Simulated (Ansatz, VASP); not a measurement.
NaCl: VASP beside Ansatz

File INCAR:

```
SYSTEM = NaCl
PREC = Accurate
ENCUT = 520
EDIFF = 1E-6
ISMEAR = 0
SIGMA = 0.01
LREAL = .False.
LASPH = .True.
NELM = 60
ALGO = Normal
ISIF = 2
LWAVE = .False.
LCHARG = .False.
GGA = PS
NBANDS = 14
```

Contents of KPOINTS:

```
regular mesh
0
Gamma
  8 8 8
  0 0 0
```

Contents of POSCAR:

```
NaCl
1.0
    0.0000000000      2.8009525376      2.8009525376
    2.8009525376      0.0000000000      2.8009525376
    2.8009525376      2.8009525376      0.0000000000
Na Cl
1 1
Direct
   -0.0017851070     -0.0017851070     -0.0017851070
    0.5000000000      0.5000000000      0.5000000000
```

Input for Ansatz:

```yaml
crystal:
  lattice:
    - [0.0, 2.80095253761, 2.80095253761]
    - [2.80095253761, 0.0, 2.80095253761]
    - [2.80095253761, 2.80095253761, 0.0]
  atoms:
    - { symbol: Na, position: [-0.001785107007, -0.001785107007, -0.001785107007] }
    - { symbol: Cl, position: [0.5, 0.5, 0.5] }
kpoints:
  mp_grid: { grid: [8, 8, 8] }
scf:
  occupations: { method: fixed }
  convergence: { dr2_threshold: 1.0e-10 }
hamiltonian:
  xc: pbesol
  pseudopotentials: { kind: all_electron, lapw: { basis_error: 0.0005 } }
output:
  forces: true
  stress: true
  eigenstates:
    kpoints:
      - [0.0, 0.0, 0.0]
      - [-0.5, 0.0, -0.5]
      - [0.0, -0.5, -0.5]
      - [-0.5, -0.5, 0.0]
      - [-0.5, 0.0, 0.0]
      - [0.0, -0.5, 0.0]
      - [0.0, 0.0, -0.5]
      - [-0.5, -0.5, -0.5]
  eigenvalues: true
```

Change from the starting cell: atom 1 moved by [-0.01, -0.01, -0.01] A.

Alike in both runs: task single point; functional PBEsol; k mesh 8 × 8 × 8; no spin polarisation.

|  | VASP | Ansatz |
| --- | --- | --- |
| version | VASP 6.6.1 | Ansatz 0.2.0 |
| potentials or method | VASP PAW PBE potentials, release 64 (Na_pv, Cl), cutoff 520 eV | all-electron LAPW, scalar-relativistic |
| occupations | gaussian, width 0.01 eV | fixed |

|  | VASP | Ansatz | Ansatz less VASP |
| --- | --- | --- | --- |
| gap on the k mesh at the Fermi level (eV) | 5.01 | 5.01 | +0.004 |
| pressure (GPa) | 0.0 | 0.0 | -0.02 |
| rms of the force components (eV/Å) | 0.014 | 0.014 | -0.0003 |

VASP's potentials were made for PBE, not for PBEsol. Atom by atom the forces differ by 0.000 eV/Å (rms over components). Ansatz ran all-electron here, and VASP with PAW potentials.
